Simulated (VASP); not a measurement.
The system is Os.

```
Os
1.0
     2.47227    0.00000    0.00000
     0.00000    2.47227    0.00000
     0.00000    0.00000    2.47227
Os
1
Direct
  0.00000 0.00000 0.00000
```

| Quantity | Value |
| --- | --- |
| Program | VASP 6.6.1 |
| Task | relaxation of cell and atoms |
| Functional | PBEsol |
| Potentials or basis | VASP PAW PBE potentials, release 64 (Os) |
| Cutoff | 600 eV |
| k mesh | 13 × 13 × 13 |
| Occupations | fermi-dirac, width 0.1 eV |
| Spin | no spin polarisation |

At the start: pressure 25.2 GPa; volume 15.11 Å³/atom.

Where does the relaxation end?

Over 18 steps the energy falls by 81.3 meV/atom and the volume is 16.22 Å³/atom (+7.3 %); space group Pm-3m (No. 221, to 0.05 Å).

The path:
| step | energy change (eV) | largest force (eV/Å) | pressure (GPa) | volume (Å³) |
| --- | --- | --- | --- | --- |
| 1 | 0.0000 | 0.0000 | 25.18 | 15.11 |
| 2 | 0.7025 | 0.0000 | -41.42 | 20.92 |
| 3 | -0.0802 | 0.0000 | -2.45 | 16.35 |
| 4 | -0.0812 | 0.0000 | -0.25 | 16.23 |
| 5 | -0.0813 | 0.0000 | 0.18 | 16.21 |
| 6 | -0.0813 | 0.0000 | 0.18 | 16.21 |
| 7 | -0.0813 | 0.0000 | 0.17 | 16.21 |
| 8 | -0.0813 | 0.0000 | 0.16 | 16.21 |
| 9 | -0.0813 | 0.0000 | 0.16 | 16.21 |
| 10 | -0.0813 | 0.0000 | 0.16 | 16.21 |
| 11 | -0.0813 | 0.0000 | 0.16 | 16.21 |
| 12 | -0.0813 | 0.0000 | 0.16 | 16.21 |
| 13 | -0.0813 | 0.0000 | 0.15 | 16.21 |
| 14 | -0.0813 | 0.0000 | 0.15 | 16.21 |
| 15 | -0.0813 | 0.0000 | 0.15 | 16.21 |
| 16 | -0.0813 | 0.0000 | 0.13 | 16.21 |
| 17 | -0.0813 | 0.0000 | 0.11 | 16.21 |
| 18 | -0.0813 | 0.0000 | -0.04 | 16.22 |

Final structure:
```
Os
1.0
     2.53131    0.00000    0.00000
     0.00000    2.53131    0.00000
     0.00000    0.00000    2.53131
Os
1
Direct
  0.00000 0.00000 0.00000
```

Caveat: the PAW data sets were made with another functional, which shifts forces and pressure a little.
